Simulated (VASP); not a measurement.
# As (I4_1/amd) in VASP: notebook

Runs on As. Level: PBE. Tasks: single point, relaxation of cell and atoms.

Everything below comes from runs of VASP 6.6.1. Logs are shortened: lines on timing, memory, paths and dates and some standing lists are left out, and cuts for length are marked.

**1. The cell of the first run**

Symmetry: I4_1/amd, No. 141, tetragonal system. Conventional cell: a = 3.957 Å, b = 3.957 Å, c = 13.709 Å, α = 90.00°, β = 90.00°, γ = 90.00°. Within 3.0 Å of As (site symmetry 2mm) lie 3 As at 2.28 Å.

**2. Single point, PBE**

File INCAR:

```
SYSTEM = As
PREC = Accurate
ENCUT = 520
EDIFF = 1E-6
ISMEAR = 0
SIGMA = 0.1
LREAL = .FALSE.
LASPH = .TRUE.
NELM = 60
ALGO = Normal
ISIF = 2
LWAVE = .FALSE.
LCHARG = .TRUE.
GGA = PE
LELF = .TRUE.
LVHAR = .TRUE.
NBANDS = 18
```

File KPOINTS:

```
regular mesh
0
G
  6 6 6
  0 0 0
```

File POSCAR:

```
As
1.0
   -1.9786948700      1.9786948700      6.8543999000
    1.9786948700     -1.9786948700      6.8543999000
    1.9786948700      1.9786948700     -6.8543999000
As
4
Direct
    0.0833333400      0.0833333400      0.0000000000
    0.8333333400      0.3333333400      0.5000000000
    0.9166666600      0.9166666600      0.0000000000
    0.6666666600      0.1666666600      0.5000000000
```

Potentials or basis: VASP PAW PBE potentials, release 64 (As).

The run is started by

```console
$ cat potpaw_PBE.64/As/POTCAR > POTCAR
$ mpirun -np 1 vasp_std > vasp.out
```

OUTCAR:

```text
SYSTEM = As
   PREC = Accurate
   ENCUT = 520
   EDIFF = 1E-6
   ISMEAR = 0
   LREAL = .FALSE.
   LASPH = .TRUE.
   NELM = 60
   ISIF = 2
   GGA = PE

 ion  position               nearest neighbor table
   1  0.083  0.083  0.000-   4 2.28   4 2.28   3 2.28
   2  0.833  0.333  0.500-   3 2.28   3 2.28   4 2.28
   3  0.917  0.917  0.000-   2 2.28   2 2.28   1 2.28
   4  0.667  0.167  0.500-   1 2.28   1 2.28   2 2.28

  LATTYP: Found a body centered tetragonal cell.
 ALAT       =     3.9573897400
 C/A-ratio  =     3.4641015166

  Lattice vectors:

 A1 = (  -1.9786948700,   1.9786948700,   6.8543999000)
 A2 = (   1.9786948700,  -1.9786948700,   6.8543999000)
 A3 = (   1.9786948700,   1.9786948700,  -6.8543999000)

Analysis of symmetry for initial positions (statically):
=====================================================================
 Subroutine PRICEL returns:
 Original cell was already a primitive cell.

 Routine SETGRP: Setting up the symmetry group for a
 body centered tetragonal supercell.

 Subroutine GETGRP returns: Found 16 space group operations
 (whereof  8 operations were pure point group operations)
 out of a pool of 16 trial point group operations.

The static configuration has the point symmetry D_2d.
 The point group associated with its full space group is D_4h.

Analysis of symmetry for dynamics (positions and initial velocities):
=====================================================================
 Subroutine PRICEL returns:
 Original cell was already a primitive cell.

 Routine SETGRP: Setting up the symmetry group for a
 body centered tetragonal supercell.

 Subroutine GETGRP returns: Found 16 space group operations
 (whereof  8 operations were pure point group operations)
 out of a pool of 16 trial point group operations.

The dynamic configuration has the point symmetry D_2d.
 The point group associated with its full space group is D_4h.

 Subroutine INISYM returns: Found 16 space group operations
 (whereof  8 operations are pure point group operations),
 and found     1 'primitive' translations

----------------------------------------------------------------------------------------

                                     Primitive cell

  volume of cell :     107.3463

  direct lattice vectors                    reciprocal lattice vectors
    -1.978694870  1.978694870  6.854399900     0.000000000  0.252691816  0.072945846
     1.978694870 -1.978694870  6.854399900     0.252691816  0.000000000  0.072945846
     1.978694870  1.978694870 -6.854399900     0.252691816  0.252691816  0.000000000

  length of vectors
     7.403598096  7.403598096  7.403598096     0.263009981  0.263009981  0.357360193

  position of ions in fractional coordinates (direct lattice)
     0.083333340  0.083333340  0.000000000
     0.833333340  0.333333340  0.500000000
     0.916666660  0.916666660  0.000000000
     0.666666660  0.166666660  0.500000000

  ion indices of the primitive-cell ions
   primitive index   ion index
                 1           1
                 2           2
                 3           3
                 4           4

----------------------------------------------------------------------------------------

 KPOINTS: regular mesh

Automatic generation of k-mesh.
 Grid dimensions read from file:
 generate k-points for:    6    6    6

 Generating k-lattice:

  Cartesian coordinates                     Fractional coordinates (reciprocal lattice)
     0.000000000  0.042115303  0.012157641     0.166666667 -0.000000000  0.000000000
     0.042115303  0.000000000  0.012157641    -0.000000000  0.166666667  0.000000000
     0.042115303  0.042115303  0.000000000     0.000000000  0.000000000  0.166666667

  Length of vectors
     0.043834997  0.043834997  0.059560032

  Shift w.r.t. Gamma in fractional coordinates (k-lattice)
     0.000000000  0.000000000  0.000000000

 Subroutine IBZKPT returns following result:
 ===========================================

 Found     30 irreducible k-points:

 Following reciprocal coordinates:
            Coordinates               Weight
  0.000000  0.000000  0.000000      1.000000
  0.166667  0.000000  0.000000      8.000000
  0.333333  0.000000 -0.000000      8.000000
  0.500000  0.000000 -0.000000      4.000000
  0.166667  0.166667 -0.000000      8.000000
  0.333333  0.166667 -0.000000     16.000000
[... 16 lines left out ...]
 -0.333333 -0.333333  0.166667      8.000000
 -0.166667 -0.333333  0.166667      8.000000
 [... further k-points ...]
   k-points           NKPTS =     30   k-points in BZ     NKDIM =     30   number of bands    NBANDS=     18
   number of dos      NEDOS =    301   number of ions     NIONS =      4
   total plane-waves  NPLWV = 175616
   dimension x,y,z NGX =    56 NGY =   56 NGZ =   56
   dimension x,y,z NGXF=   112 NGYF=  112 NGZF=  112
   ions per type =               4
   NGX,Y,Z   is equivalent  to a cutoff of  12.57, 12.57, 12.57 a.u.
   NGXF,Y,Z  is equivalent  to a cutoff of  25.15, 25.15, 25.15 a.u.
 SYSTEM =  As
   PREC   = accura    normal or accurate (medium, high low for compatibility)
   ISTART =      0    job   : 0-new  1-cont  2-samecut
   ICHARG =      2    charge: 1-file 2-atom 10-const
   ISPIN  =      1    spin polarized calculation?
   LNONCOLLINEAR =      F non collinear calculations
   LSORBIT =      F    spin-orbit coupling
   LASPH  =      T    aspherical Exc in radial PAW
   ENCUT  =  520.0 eV  38.22 Ry    6.18 a.u.  13.77 13.77 13.77*2*pi/ulx,y,z
   NELM   =     60;   NELMIN=  2; NELMDL= -5     # of ELM steps
   EDIFF  = 0.1E-05   stopping-criterion for ELM
   LREAL  =      F    real-space projection
   EDIFFG = 0.1E-04   stopping-criterion for IOM
   NSW    =      0    number of steps for IOM
   IBRION =     -1    ionic relax: 0-MD 1-quasi-New 2-CG
   NFREE  =      0    steps in history (QN), initial steepest desc. (CG)
   ISIF   =      2    stress and relaxation
   ISYM   =      2    0-nonsym 1-usesym 2-fastsym
   POTIM  = 0.5000    time-step for ionic-motion
   TEBEG  =    0.0;   TEEND  =   0.0 temperature during run
   PSTRESS=    0.0 pullay stress
   NELECT =      20.0000    total number of electrons
   NUPDOWN=      -1.0000    fix difference up-down
   EMIN   =  10.00;   EMAX   =-10.00  energy-range for DOS
   EFERMI =   0.00;   METHOD = LEGACY
   ISMEAR =     0;   SIGMA  =   0.10  broadening in eV -4-tet -1-fermi 0-gaus
   EFERMI_NEDOS =   21; number of points for ismear=-14 and -15
   IALGO  =     38    algorithm
   IMIX   =      4    mixing-type and parameters
     AMIX     =   0.40;   BMIX     =  1.00
     AMIX_MAG =   1.60;   BMIX_MAG =  1.00
  volume/ion in A,a.u.               =      26.84       181.10
  Fermi-wavevector in a.u.,A,eV,Ry     =   0.935023  1.766938 11.895148  0.874269
  Thomas-Fermi vector in A             =   2.061888
   LORBIT       =      0    0 simple, 1 ext, 2 COOP (PROOUT), +10 PAW based schemes
   GGA     = PE    functional components
   LHFCALC =     F    Hartree Fock is set to
   AEXX    =    0.0000 exact exchange contribution
   IVDW    =     0    specifies the selected vdW correction
   LEPSILON=     F    determine dielectric tensor
   LRPA    =     F    only Hartree local field effects (RPA)
 non-spin polarized calculation
 Gauss-broadening in eV      SIGMA  =   0.10
  energy-cutoff  :      520.00
  volume of cell :      107.35
 maximum number of plane-waves:      2962
   NGX = 27   NGY = 27   NGZ = 27

 number of electron      20.0000001 magnetization

 Free energy of the ion-electron system (eV)
  ---------------------------------------------------
  ext. energy  EPLUGINS =         0.00000000
  ---------------------------------------------------
  free energy    TOTEN  =       -14.97988245 eV

  energy without entropy =      -14.96825300  energy(sigma->0) =      -14.97406773

 E-fermi :   3.3164     XC(G=0):  -8.6154

 val. band max:        3.3003678419   @ k =   0.1667   0.1667   0.1667
 cond. band min:       3.3167656783   @ k =   0.3333   0.0000  -0.0000
 fundamental gap:      0.0163978364
 Fermi energy:         3.3163798717

 k-point     1 :       0.0000    0.0000    0.0000
  band No.  band energies     occupation
      1     -11.9140      2.00000
      2      -9.9413      2.00000
      3      -7.8675      2.00000
      4      -1.5576      2.00000
      5      -1.5576      2.00000
      6      -1.2708      2.00000
[... 10 lines left out ...]
     17       7.3693      0.00000
     18       9.6126      0.00000

 k-point     2 :       0.1667    0.0000    0.0000
  band No.  band energies     occupation
      1     -11.7554      2.00000
      2      -9.8738      2.00000
      3      -7.8288      2.00000
      4      -3.3772      2.00000
      5      -1.5233      2.00000
      6      -1.1688      2.00000
[... 10 lines left out ...]
     17       8.4255      0.00000
     18       9.5995      0.00000

 k-point     3 :       0.3333    0.0000   -0.0000
  band No.  band energies     occupation
      1     -11.3888      2.00000
      2      -9.6469      2.00000
      3      -7.9843      2.00000
      4      -4.7296      2.00000
      5      -1.7020      2.00000
      6      -1.4502      2.00000
[... 10 lines left out ...]
     17       9.3974      0.00000
     18      10.4227      0.00000

 k-point     4 :       0.5000    0.0000   -0.0000
  band No.  band energies     occupation
      1     -11.1753      2.00000
      2      -9.3834      2.00000
      3      -8.3461      2.00000
      4      -5.0646      2.00000
      5      -1.9614      2.00000
      6      -1.4114      2.00000
[... 375 lines left out ...]
      4      -4.9599      2.00000
      5      -2.2840      2.00000
      6      -1.4729      2.00000
[... 10 lines left out ...]
     17       9.2054      0.00000
     18      10.4356      0.00000

 k-point    23 :      -0.3333   -0.3333    0.1667
  band No.  band energies     occupation
      1     -11.3333      2.00000
      2     -10.4975      2.00000
      3      -6.6810      2.00000
      4      -4.7028      2.00000
      5      -2.4053      2.00000
      6      -1.9922      2.00000
[... 10 lines left out ...]
     17       8.8495      0.00000
     18       9.0220      0.00000

 k-point    24 :      -0.1667   -0.3333    0.1667
  band No.  band energies     occupation
      1     -11.6091      2.00000
      2     -10.3543      2.00000
      3      -7.0836      2.00000
      4      -3.8799      2.00000
      5      -1.9599      2.00000
      6      -1.5593      2.00000
[... 10 lines left out ...]
     17       8.6208      0.00000
     18       8.7641      0.00000

 [... further k-points ...]

------------------------ aborting loop because EDIFF is reached ----------------------------------------

  FORCE on cell =-STRESS in cart. coord.  units (eV):
  Direction    XX          YY          ZZ          XY          YZ          ZX
  --------------------------------------------------------------------------------------
  -------------------------------------------------------------------------------------
  Total        8.3261322      8.3261322     14.5852801      0.0000000      0.0000000      0.0000000
  in kB      124.2701432    124.2701432    217.6898957      0.0000000      0.0000000      0.0000000
  external PRESSURE =     155.4100607 kB  Pullay stress =       0.0000000 kB

 VOLUME and BASIS-vectors are now :
 -----------------------------------------------------------------------------
  energy-cutoff  :      520.00
  volume of cell :      107.35
      direct lattice vectors                 reciprocal lattice vectors
    -1.978694870  1.978694870  6.854399900     0.000000000  0.252691816  0.072945846
     1.978694870 -1.978694870  6.854399900     0.252691816  0.000000000  0.072945846
     1.978694870  1.978694870 -6.854399900     0.252691816  0.252691816  0.000000000

 POSITION                                       TOTAL-FORCE (eV/Angst)
 -----------------------------------------------------------------------------------
      0.00000      0.00000      1.14240        -0.000000     -0.000000     -0.547916
      0.00000      1.97869      4.56960        -0.000000     -0.000000     -0.547916
      0.00000      0.00000     12.56640        -0.000000     -0.000000      0.547916
      0.00000      1.97869      2.28480         0.000000      0.000000      0.547916
 -----------------------------------------------------------------------------------
    total drift:                               -0.000000     -0.000000      0.000000

  FREE ENERGIE OF THE ION-ELECTRON SYSTEM (eV)
  ---------------------------------------------------
  free  energy   TOTEN  =       -14.9798824500 eV

  energy  without entropy=      -14.9682530044  energy(sigma->0) =      -14.97406773
```

Wall time 67 s (1 thread of Intel Xeon 6975P-C (Granite Rapids), shared host); peak memory 0.4 GiB.

What came out:

```
Free energy            : -14.9799 eV
Pressure               : 15.5 GPa
Largest force          : 0.548 eV/Å
Band gap on the k mesh : zero (band 10 reaches 3.76 eV, above the bottom of band 11 at 3.15 eV)
```

Forces in eV/Å, atoms in the order of the input:
```
As   0.000  0.000 -0.548
As   0.000  0.000 -0.548
As   0.000  0.000  0.548
As   0.000  0.000  0.548
```

Stress tensor (GPa, compression positive):
```
12.43  0.00  0.00
 0.00 12.43  0.00
 0.00  0.00 21.77
```

Caveat: the k points lie up to 0.37 Å⁻¹ apart.

**3. Single point, PBE**

This run uses another cell than the first one, of 33.37 Å³/atom, 1.243 times its volume.

File INCAR:

```
SYSTEM = As
PREC = Accurate ; ENCUT = 520
EDIFF = 1E-6 ; ISMEAR = 0
SIGMA = 0.1 ; LREAL = .FALSE.
LASPH = .TRUE. ; NELM = 100
ALGO = Normal ; ISIF = 2
LWAVE = .FALSE. ; LCHARG = .FALSE.
GGA = PE ; NBANDS = 18
```

KPOINTS is that of step 2.

File POSCAR:

```
As
1.0
   -1.6873792351      1.6873792351     11.7200707570
    1.6873792351     -1.6873792351     11.7200707570
    1.6873792351      1.6873792351    -11.7200707570
As
4
Direct
    0.0890407486      0.0890407486      0.0000000000
    0.8390407486      0.3390407486      0.5000000000
    0.9109592514      0.9109592514      0.0000000000
    0.6609592514      0.1609592514      0.5000000000
```

Potentials or basis: VASP PAW PBE potentials, release 64 (As).

The run is started by

```console
$ cat potpaw_PBE.64/As/POTCAR > POTCAR
$ mpirun -np 1 vasp_std > vasp.out
```

Run time: 6.7 min. Hardware: 1 thread of Intel Xeon 6975P-C (Granite Rapids), shared host; peak memory 1.2 GiB.

Results (log left out):

- Free energy: -17.2103 eV
- Pressure: 0.4 GPa
- Largest force: 0.096 eV/Å
- Band gap on the k mesh: zero (band 10 reaches 1.73 eV, above the bottom of band 11 at -0.77 eV)

Forces in eV/Å, atoms in the order of the input:
```
As   0.000  0.000 -0.096
As   0.000  0.000 -0.096
As   0.000  0.000  0.096
As   0.000  0.000  0.096
```

Stress tensor (GPa, compression positive):
```
0.34 0.00 0.00
0.00 0.34 0.00
0.00 0.00 0.51
```

Levels at points of the mesh, in eV from the Fermi level:
| k point | band 7 | band 8 | band 9 | band 10 | band 11 | band 12 | band 13 | band 14 |
| --- | --- | --- | --- | --- | --- | --- | --- | --- |
| (0.00, 0.00, 0.00) | -0.88 | -0.88 | 0.31 | 0.31 | 2.01 | 2.94 | 4.31 | 4.31 |
| (0.50, 0.00, 0.00) | -3.34 | -0.63 | -0.41 | -0.26 | 2.63 | 2.63 | 2.77 | 3.03 |
| (0.50, 0.50, 0.00) | -2.29 | -2.29 | -1.89 | -1.89 | -1.89 | -1.89 | 3.84 | 3.84 |
| (0.50, 0.50, 0.50) | -0.88 | -0.88 | 0.31 | 0.31 | 2.60 | 2.60 | 4.30 | 4.30 |

Caveat: the k points lie up to 0.44 Å⁻¹ apart.

**4. Relaxation of cell and atoms, PBE**

File INCAR:

```
SYSTEM = As
ALGO = Normal
EDIFF = 1E-7
EDIFFG = -0.04
ENCUT = 600
GGA = PE
IBRION = 2
ISIF = 3
ISMEAR = 0
LASPH = .TRUE.
LCHARG = .FALSE.
LREAL = .FALSE.
LWAVE = .FALSE.
NELM = 80
NSW = 90
PREC = Accurate
SIGMA = 0.1
```

File KPOINTS:

```
k-points
0
G
  6 6 6
  0 0 0
```

File POSCAR:

```
As
1.0
   -1.9786948700      1.9786948700      6.8543999000
    1.9786948700     -1.9786948700      6.8543999000
    1.9786948700      1.9786948700     -6.8543999000
As
4
Direct
    0.0833333400      0.0833333400      0.0000000000
    0.8333333400      0.3333333400      0.5000000000
    0.9166666600      0.9166666600      0.0000000000
    0.6666666600      0.1666666600      0.5000000000
```

The run is started by

```console
$ cat potpaw_PBE.64/As/POTCAR > POTCAR
$ mpirun -np 1 vasp_std > vasp.out
```

It took 23 min on 1 thread of Intel Xeon 6975P-C (Granite Rapids), shared host; peak memory 0.56 GiB.

The run converged. Its results:

```
Free energy                            : -17.4986 eV
Relaxed volume                         : 24.41 Å³/atom
Relaxed cell                           : a = 10.729 Å, b = 10.729 Å, c = 10.729 Å, α = 163.67°, β = 163.67°, γ = 23.18°
Space group after relaxing (to 0.05 Å) : I4_1/amd (No. 141)
Energy gained by relaxing              : 629.6 meV/atom
Ionic steps                            : 34
Pressure after relaxing                : 0.1 GPa
Largest force after relaxing           : 0.020 eV/Å
Band gap on the k mesh                 : zero (band 10 reaches 5.74 eV, above the bottom of band 11 at 1.36 eV)
```

Forces in eV/Å, atoms in the order of the input:
```
As   0.000  0.000  0.020
As   0.000  0.000  0.020
As   0.000  0.000 -0.020
As   0.000  0.000 -0.020
```

The path:
```tsv
step	energy change (eV)	largest force (eV/Å)	pressure (GPa)	volume (Å³)
1	0.0000	0.5479	15.54	107.35
2	-1.0494	0.1591	-3.76	152.85
3	-1.2711	0.0833	-0.10	136.22
4	-1.2710	0.0691	-0.28	136.84
5	-1.2818	0.0376	-0.34	136.23
6	-1.3280	0.0585	-0.73	134.31
7	-1.4584	0.0290	-1.67	130.21
8	-1.7152	0.6201	-2.92	121.04
9	-2.2134	0.8121	-4.50	99.74
10	10.2903	0.4425	155.67	52.71
11	-2.1318	1.0627	-5.37	98.50
12	-2.1337	1.0688	-5.38	98.38
13	-2.1379	1.0843	-5.38	98.04
14	-2.1398	1.1008	-5.36	97.34
15	-2.1400	1.0981	-5.37	97.56
16	-2.1447	1.0939	-5.32	97.47
17	-2.1582	1.0814	-5.16	97.19
18	-2.1844	1.0546	-4.84	96.64
19	-2.2324	0.9951	-4.16	95.54
20	-2.3098	0.8500	-2.66	93.36
21	-2.3788	0.4472	1.04	89.11
22	-2.3789	0.4261	1.22	88.93
23	-2.3874	0.4113	1.23	89.09
24	-2.4112	0.3629	1.31	89.57
25	-2.4501	0.2241	1.51	90.53
26	-2.4865	0.1726	2.28	92.45
27	-2.5074	0.0302	0.87	94.54
28	-2.5117	0.1871	-0.17	96.26
29	-2.5117	0.1719	-0.07	96.09
30	-2.5145	0.1227	-0.13	96.65
31	-2.5161	0.0413	-0.22	97.53
32	-2.5171	0.0066	-0.03	97.48
33	-2.5177	0.0380	0.22	97.41
34	-2.5184	0.0200	0.08	97.66
```

Final structure:
```xyz
4
Lattice="-1.5241 1.5241 10.5107 1.5241 -1.5241 10.5107 1.5241 1.5241 -10.5107" Properties=species:S:1:pos:R:3 pbc="T T T"
As    0.0000    0.0000    1.6391
As    0.0000    1.5241    6.8944
As    0.0000    0.0000   19.3822
As    0.0000    1.5241    3.6163
```

Levels at points of the mesh, in eV from the Fermi level:
```csv
k point,band 7,band 8,band 9,band 10,band 11,band 12,band 13,band 14
"(0.00, 0.00, 0.00)",0.92,0.92,1.46,1.64,1.64,4.83,4.83,4.93
"(0.50, 0.00, 0.00)",-4.47,-2.31,-1.75,0.93,1.77,2.06,4.26,4.29
"(0.50, 0.50, 0.00)",-2.74,-2.74,-2.49,-2.49,-2.36,-2.36,2.05,2.05
"(0.50, 0.50, 0.50)",0.91,0.91,1.67,1.67,3.52,3.52,4.55,4.55
```

Caveat: the k points lie up to 0.49 Å⁻¹ apart in the final cell.

**5. Summary**

```tsv
task	cell	cutoff (eV)	gap on the mesh (eV)	pressure (GPa)	largest force (eV/Å)
single point	a = 7.404 Å, angles 149.0, 149.0, 44.4°, 4 atoms	520	none	15.5	0.55
single point	a = 11.961 Å, angles 163.8, 163.8, 23.0°, 4 atoms	520	none	0.4	0.10
relaxation of cell and atoms	relaxed from a = 7.404 Å, angles 149.0, 149.0, 44.4°, 4 atoms	600	none	0.1	0.02
```

Alike in all rows: level PBE; potentials or basis VASP PAW PBE potentials, release 64 (As); no spin polarisation; k mesh 6 × 6 × 6; smearing gaussian 0.1 eV.

Caveats: all runs use coarse meshes.

Absolute energies hang on the potentials; compare differences alone.
